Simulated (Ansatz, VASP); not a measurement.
**One calculation of Au, two programs**

The input POSCAR:

```
Au
1.0
   -1.6572690000      1.6572690000      1.7069870700
    1.6572690000     -1.6572690000      1.7069870700
    1.6572690000      1.6572690000     -1.7069870700
Au
1
Direct
    0.0000000000      0.0000000000      0.0000000000
```

File INCAR.step1:

```
SYSTEM = Au
PREC = Accurate ; ENCUT = 520
ISMEAR = 0 ; SIGMA = 0.15
LREAL = .FALSE. ; LASPH = .TRUE.
NELM = 100 ; NBANDS = 12
GGA = PE ; ALGO = Normal
EDIFF = 1E-4 ; LWAVE = .TRUE.
LCHARG = .FALSE.
```

Contents of INCAR.step2:

```
SYSTEM = Au
PREC = Accurate ; ENCUT = 520
EDIFF = 1E-7 ; ISMEAR = 0
SIGMA = 0.15 ; LREAL = .FALSE.
LASPH = .TRUE. ; NELM = 100
ALGO = Normal ; ISIF = 2
LWAVE = .FALSE. ; LCHARG = .FALSE.
METAGGA = R2SCAN ; LMIXTAU = .TRUE.
NBANDS = 12 ; ISTART = 1
```

Contents of KPOINTS:

```
regular mesh
0
G
  20 20 20
  0 0 0
```

Input for Ansatz:

```yaml
crystal:
  lattice:
    - [-1.657269, 1.657269, 1.70698707]
    - [1.657269, -1.657269, 1.70698707]
    - [1.657269, 1.657269, -1.70698707]
  atoms:
    - { symbol: Au, position: [0.0, 0.0, 0.0] }
basis:
  ecutwfc: 500
kpoints:
  mp_grid: { grid: [20, 20, 20] }
hamiltonian:
  xc: r2scan
scf:
  occupations: { method: gaussian, width: 0.15 }
output:
  forces: true
  stress: true
  eigenvalues: true
  write_density: true
  write_potential: true
  elf: true
  volumetric_format: npy
```

Change from the starting cell: strain +0.000 along x and y, +0.030 along z, atoms carried along.

Alike in both runs: task single point; functional r2SCAN; k mesh 20 × 20 × 20; occupations gaussian, width 0.15 eV; no spin polarisation.

|  | VASP | Ansatz |
| --- | --- | --- |
| version | VASP 6.6.1 | Ansatz 0.2.0 |
| potentials or method | VASP PAW PBE potentials, release 64 (Au), cutoff 520 eV | scalar-relativistic, plane waves, PAW |
| valence electrons in the cell | 11 | 19 |

Ansatz gave:

```
gap on the k mesh at the Fermi level (eV)                     : none
pressure (GPa)                                                : -8.0
traceless stress, the component that is largest in VASP (GPa) : 0.16
```

Which values does VASP return?

gap on the k mesh at the Fermi level (eV): none; pressure (GPa): -7.8; traceless stress, the component that is largest in VASP (GPa): 0.17.

VASP's potentials were made for PBE, not for r2SCAN. A gap of «none» marks a metal or a gap that the smearing closes. The functional is the same, so the differences come from potentials, cutoffs and numerics. VASP's potentials hold 11 valence electrons a cell and Ansatz's 19, so a difference there can come from the potentials and not from the codes.

Neither program's run includes spin-orbit coupling.
